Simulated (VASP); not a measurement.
# Si in VASP: single point with PBE

Aim: the single point of Si with PBE.

Everything below comes from runs of VASP 6.6.1. Logs are shortened: lines on timing, memory, paths and dates and some standing lists are left out, and cuts for length are marked.

## (1) The cell of the first run

The cell holds a wire or tube with vacuum around it, 18 atoms: a = 14.600 Å, b = 13.200 Å, c = 9.474 Å, α = 90.00°, β = 90.00°, γ = 90.00°.

## (2) Single point, PBE, collinear spin

Contents of INCAR:

```
ALGO = Normal
EDIFF = 1E-7
ENCUT = 520
GGA = PE
ISIF = 2
ISMEAR = 0
ISPIN = 2
LASPH = True
LCHARG = True
LELF = True
LORBIT = 11
LREAL = Auto
LVHAR = True
LWAVE = False
MAGMOM = 0.3 0.3 0.3 0.3 0.3 0.3 0.3 0.3 0.3 0.3 0.3 0.3 0.3 0.3 0.3 0.3 0.3 0.3
NBANDS = 55
NELM = 150
PREC = Accurate
SIGMA = 0.05
```

Contents of KPOINTS:

```
k-points
0
Gamma
  1 1 4
```

Contents of POSCAR:

```
Si
1.0
   14.6000000000      0.0000000000      0.0000000000
    0.0000000000     13.2000000000      0.0000000000
    0.0000000000      0.0000000000      9.4737579537
Si
18
Direct
    0.6147081934      0.5000000000      0.2500000000
    0.3088196777      0.5000000000      0.9166666667
    0.3852918066      0.3534982769      0.0000000000
    0.6911803223      0.3534982769      0.3333333333
    0.5382360645      0.6465017231      0.6666666667
    0.4617639355      0.5000000000      0.5833333333
    0.3852918066      0.6465017231      0.0000000000
    0.6911803223      0.6465017231      0.3333333333
    0.5382360645      0.3534982769      0.6666666667
    0.3852918066      0.3534982769      0.2500000000
    0.6911803223      0.3534982769      0.5833333333
    0.5382360645      0.6465017231      0.9166666667
    0.6147081934      0.5000000000      0.0000000000
    0.3088196777      0.5000000000      0.6666666667
    0.3852918066      0.6465017231      0.2500000000
    0.6911803223      0.6465017231      0.5833333333
    0.5382360645      0.3534982769      0.9166666667
    0.4617639355      0.5000000000      0.3333333333
```

Potentials or basis: VASP PAW PBE potentials, release 64 (Si).

Launch:

```bash
$ cat potpaw_PBE.64/Si/POTCAR > POTCAR
$ mpirun -np 1 vasp_std > vasp.out
```

OUTCAR:

```text
EDIFF = 1E-7
   ENCUT = 520
   GGA = PE
   ISIF = 2
   ISMEAR = 0
   ISPIN = 2
   LASPH = True
   LORBIT = 11
   LREAL = Auto
   NELM = 150
   PREC = Accurate

 ion  position               nearest neighbor table
   1  0.615  0.500  0.250-  13 2.37   8 2.37   4 2.37  18 2.37
   2  0.309  0.500  0.917-  14 2.37   7 2.37   3 2.37
   3  0.385  0.353  0.000-  10 2.37   2 2.37  17 2.37
   4  0.691  0.353  0.333-  11 2.37   1 2.37
   5  0.538  0.647  0.667-  16 2.37  12 2.37   6 2.37
   6  0.462  0.500  0.583-  14 2.37  18 2.37   5 2.37   9 2.37
   7  0.385  0.647  0.000-  15 2.37   2 2.37  12 2.37
   8  0.691  0.647  0.333-  16 2.37   1 2.37
   9  0.538  0.353  0.667-  11 2.37  17 2.37   6 2.37
  10  0.385  0.353  0.250-   3 2.37  18 2.37
  11  0.691  0.353  0.583-   9 2.37   4 2.37
  12  0.538  0.647  0.917-   5 2.37  13 2.37   7 2.37
  13  0.615  0.500  0.000-   1 2.37  12 2.37  17 2.37
  14  0.309  0.500  0.667-   6 2.37   2 2.37
  15  0.385  0.647  0.250-   7 2.37  18 2.37
  16  0.691  0.647  0.583-   5 2.37   8 2.37
  17  0.538  0.353  0.917-   9 2.37  13 2.37   3 2.37
  18  0.462  0.500  0.333-   6 2.37  10 2.37  15 2.37   1 2.37

  LATTYP: Found a simple orthorhombic cell.
 ALAT       =     9.4737579537
 B/A-ratio  =     1.3933224877
 C/A-ratio  =     1.5410991152

  Lattice vectors:

 A1 = (   0.0000000000,   0.0000000000,  -9.4737579537)
 A2 = (   0.0000000000,  13.2000000000,   0.0000000000)
 A3 = (  14.6000000000,   0.0000000000,   0.0000000000)

Analysis of symmetry for initial positions (statically):
=====================================================================
 Subroutine PRICEL returns:
 Original cell was already a primitive cell.

 Routine SETGRP: Setting up the symmetry group for a
 simple orthorhombic supercell.

 Subroutine GETGRP returns: Found  2 space group operations
 (whereof  2 operations were pure point group operations)
 out of a pool of  8 trial point group operations.

The static configuration has the point symmetry C_1h.

Analysis of symmetry for dynamics (positions and initial velocities):
=====================================================================
 Subroutine PRICEL returns:
 Original cell was already a primitive cell.

 Routine SETGRP: Setting up the symmetry group for a
 simple orthorhombic supercell.

 Subroutine GETGRP returns: Found  2 space group operations
 (whereof  2 operations were pure point group operations)
 out of a pool of  8 trial point group operations.

The dynamic configuration has the point symmetry C_1h.

Analysis of structural, dynamic, and magnetic symmetry:
=====================================================================
 Subroutine PRICEL returns:
 Original cell was already a primitive cell.

 Routine SETGRP: Setting up the symmetry group for a
 simple orthorhombic supercell.

 Subroutine GETGRP returns: Found  2 space group operations
 (whereof  2 operations were pure point group operations)
 out of a pool of  8 trial point group operations.

The overall configuration has the point symmetry C_1h.

 Subroutine INISYM returns: Found  2 space group operations
 (whereof  2 operations are pure point group operations),
 and found     1 'primitive' translations

----------------------------------------------------------------------------------------

                                     Primitive cell

  volume of cell :    1825.7826

  direct lattice vectors                    reciprocal lattice vectors
    14.600000000  0.000000000  0.000000000     0.068493151  0.000000000  0.000000000
     0.000000000 13.200000000  0.000000000     0.000000000  0.075757576  0.000000000
     0.000000000  0.000000000  9.473757954     0.000000000  0.000000000  0.105554734

  length of vectors
    14.600000000 13.200000000  9.473757954     0.068493151  0.075757576  0.105554734

  position of ions in fractional coordinates (direct lattice)
     0.614708193  0.500000000  0.250000000
     0.308819678  0.500000000  0.916666667
[... 70 lines left out ...]
   number of dos      NEDOS =    301   number of ions     NIONS =     18
   total plane-waves  NPLWV = 768320
   dimension x,y,z NGX =   112 NGY =   98 NGZ =   70
   dimension x,y,z NGXF=   224 NGYF=  196 NGZF=  140
   ions per type =              18
   NGX,Y,Z   is equivalent  to a cutoff of  12.75, 12.34, 12.28 a.u.
   NGXF,Y,Z  is equivalent  to a cutoff of  25.51, 24.69, 24.57 a.u.
 SYSTEM =  unknown system
   PREC   = accura    normal or accurate (medium, high low for compatibility)
   ISTART =      0    job   : 0-new  1-cont  2-samecut
   ICHARG =      2    charge: 1-file 2-atom 10-const
   ISPIN  =      2    spin polarized calculation?
   LNONCOLLINEAR =      F non collinear calculations
   LSORBIT =      F    spin-orbit coupling
   LASPH  =      T    aspherical Exc in radial PAW
   ENCUT  =  520.0 eV  38.22 Ry    6.18 a.u.  27.15 24.54 17.61*2*pi/ulx,y,z
   NELM   =    150;   NELMIN=  2; NELMDL= -5     # of ELM steps
   EDIFF  = 0.1E-06   stopping-criterion for ELM
   LREAL  =      T    real-space projection
   EDIFFG = 0.1E-05   stopping-criterion for IOM
   NSW    =      0    number of steps for IOM
   IBRION =     -1    ionic relax: 0-MD 1-quasi-New 2-CG
   NFREE  =      0    steps in history (QN), initial steepest desc. (CG)
   ISIF   =      2    stress and relaxation
   ISYM   =      2    0-nonsym 1-usesym 2-fastsym
   POTIM  = 0.5000    time-step for ionic-motion
   TEBEG  =    0.0;   TEEND  =   0.0 temperature during run
   PSTRESS=    0.0 pullay stress
   NELECT =      72.0000    total number of electrons
   NUPDOWN=      -1.0000    fix difference up-down
   EMIN   =  10.00;   EMAX   =-10.00  energy-range for DOS
   EFERMI =   0.00;   METHOD = LEGACY
   ISMEAR =     0;   SIGMA  =   0.05  broadening in eV -4-tet -1-fermi 0-gaus
   EFERMI_NEDOS =   21; number of points for ismear=-14 and -15
   IALGO  =     38    algorithm
   IMIX   =      4    mixing-type and parameters
     AMIX     =   0.40;   BMIX     =  1.00
     AMIX_MAG =   1.60;   BMIX_MAG =  1.00
  volume/ion in A,a.u.               =     101.43       684.50
  Fermi-wavevector in a.u.,A,eV,Ry     =   0.557232  1.053016  4.224710  0.310507
  Thomas-Fermi vector in A             =   1.591739
   LORBIT       =     11    0 simple, 1 ext, 2 COOP (PROOUT), +10 PAW based schemes
   GGA     = PE    functional components
   LHFCALC =     F    Hartree Fock is set to
   AEXX    =    0.0000 exact exchange contribution
   IVDW    =     0    specifies the selected vdW correction
   LEPSILON=     F    determine dielectric tensor
   LRPA    =     F    only Hartree local field effects (RPA)
 spin polarized calculation
 Gauss-broadening in eV      SIGMA  =   0.05
  energy-cutoff  :      520.00
  volume of cell :     1825.78
 maximum number of plane-waves:     49257
 NGX is ok and might be reduce to   112
   NGX = 55   NGY = 49   NGZ = 35

 number of electron      72.0000002 magnetization       2.4710930

 Free energy of the ion-electron system (eV)
  ---------------------------------------------------
  ext. energy  EPLUGINS =         0.00000000
  ---------------------------------------------------
  free energy    TOTEN  =       -75.97642026 eV

  energy without entropy =      -75.96455077  energy(sigma->0) =      -75.97048552

 E-fermi :  -2.6819     XC(G=0):  -3.1182

 val. band max:       -2.7122178406   @ k =   0.0000   0.0000   0.2500
 cond. band min:      -2.6682377985   @ k =   0.0000   0.0000   0.0000
 fundamental gap:      0.0439800422
 Fermi energy:        -2.6819373433

 spin component 1

 k-point     1 :       0.0000    0.0000    0.0000
  band No.  band energies     occupation
      1     -13.3270      1.00000
      2     -12.2228      1.00000
      3     -11.9904      1.00000
      4     -11.8764      1.00000
      5     -11.8497      1.00000
      6     -11.1320      1.00000
[... 142 lines left out ...]
     47      -0.3402      0.00000
     48       0.4060      0.00000
 Fermi energy:        -2.6819373433

 spin component 2

 k-point     1 :       0.0000    0.0000    0.0000
  band No.  band energies     occupation
      1     -13.2397      1.00000
      2     -12.1246      1.00000
      3     -11.9136      1.00000
      4     -11.7653      1.00000
      5     -11.7585      1.00000
      6     -11.0122      1.00000
[... 142 lines left out ...]
     47      -0.2005      0.00000
     48       0.5025      0.00000
 [bands above 48 left out]

------------------------ aborting loop because EDIFF is reached ----------------------------------------

  FORCE on cell =-STRESS in cart. coord.  units (eV):
  Direction    XX          YY          ZZ          XY          YZ          ZX
  --------------------------------------------------------------------------------------
  -------------------------------------------------------------------------------------
  Total       -7.6613517     -4.8882000     -8.2287972      0.0000000      0.0000000      0.6404407
  in kB       -6.7230588     -4.2895376     -7.2210088      0.0000000      0.0000000      0.5620053
  external PRESSURE =      -6.0778684 kB  Pullay stress =       0.0000000 kB

 VOLUME and BASIS-vectors are now :
 -----------------------------------------------------------------------------
  energy-cutoff  :      520.00
  volume of cell :     1825.78
      direct lattice vectors                 reciprocal lattice vectors
    14.600000000  0.000000000  0.000000000     0.068493151  0.000000000  0.000000000
     0.000000000 13.200000000  0.000000000     0.000000000  0.075757576  0.000000000
     0.000000000  0.000000000  9.473757954     0.000000000  0.000000000  0.105554734

 POSITION                                       TOTAL-FORCE (eV/Angst)
 -----------------------------------------------------------------------------------
      8.97474      6.60000      2.36844         0.633256     -0.000000      0.028480
      4.50877      6.60000      8.68428         0.685161     -0.000000     -0.425535
      5.62526      4.66618      0.00000         0.423497      0.603710      0.404657
     10.09123      4.66618      3.15792        -0.267185     -0.051102      0.659179
      7.85825      8.53382      6.31584         0.706958      0.056127      0.065389
      6.74175      6.60000      5.52636        -0.212081     -0.000000      0.118744
[... 10 lines left out ...]
      7.85825      4.66618      8.68428        -0.334072      0.375160     -0.169531
      6.74175      6.60000      3.15792        -0.343041     -0.000000     -0.167406
 -----------------------------------------------------------------------------------
    total drift:                                0.013245     -0.000000      0.007021

  FREE ENERGIE OF THE ION-ELECTRON SYSTEM (eV)
  ---------------------------------------------------
  free  energy   TOTEN  =       -75.9764202576 eV

  energy  without entropy=      -75.9645507728  energy(sigma->0) =      -75.97048552

 total charge

# of ion       s       p       d       tot
------------------------------------------
    1        0.785   0.870   0.000   1.655
    2        0.822   0.795   0.000   1.616
    3        0.817   0.803   0.000   1.620
    4        0.873   0.713   0.000   1.586
    5        0.818   0.798   0.000   1.616
    6        0.783   0.872   0.000   1.655
[... 10 lines left out ...]
   17        0.820   0.794   0.000   1.614
   18        0.787   0.872   0.000   1.659
--------------------------------------------------
tot         15.015  13.981   0.000  28.995

 magnetization (x)

# of ion       s       p       d       tot
------------------------------------------
    1        0.005   0.011   0.000   0.016
    2        0.006   0.053   0.000   0.059
    3        0.002   0.044   0.000   0.045
    4        0.006   0.057   0.000   0.063
    5        0.003   0.018   0.000   0.021
    6        0.002   0.003   0.000   0.005
[... 10 lines left out ...]
   17        0.002   0.018   0.000   0.020
   18       -0.001   0.016   0.000   0.015
--------------------------------------------------
tot          0.075   0.756   0.000   0.831
```

It took 38 min on 1 thread of Oxide Virtual Turin-like, shared host; peak memory 2 GiB.

Results:

- Free energy: -75.9764 eV
- Largest force: 0.903 eV/Å
- Net moment: 2.47 μB per cell
- Site moments: Si +0.02, +0.06, +0.04, +0.01, +0.13, +0.05 (each value once) μB
- Valence electrons inside the program's atomic spheres: Si 1.66, 1.62, 1.59, 1.58, 1.61 (each value once)

Forces in eV/Å, atoms in the order of the input:
```
Si   0.633  0.000  0.028
Si   0.685  0.000 -0.426
Si   0.423  0.604  0.405
Si  -0.267 -0.051  0.659
Si   0.707  0.056  0.065
Si  -0.212  0.000  0.119
Si   0.423 -0.604  0.405
Si  -0.267  0.051  0.659
Si   0.707 -0.056  0.065
Si  -0.066  0.080 -0.253
Si  -0.658  0.313 -0.533
Si  -0.334 -0.375 -0.170
Si  -0.491  0.000 -0.091
Si   0.117  0.000  0.190
Si  -0.066 -0.080 -0.253
Si  -0.658 -0.313 -0.533
Si  -0.334  0.375 -0.170
Si  -0.343  0.000 -0.167
```
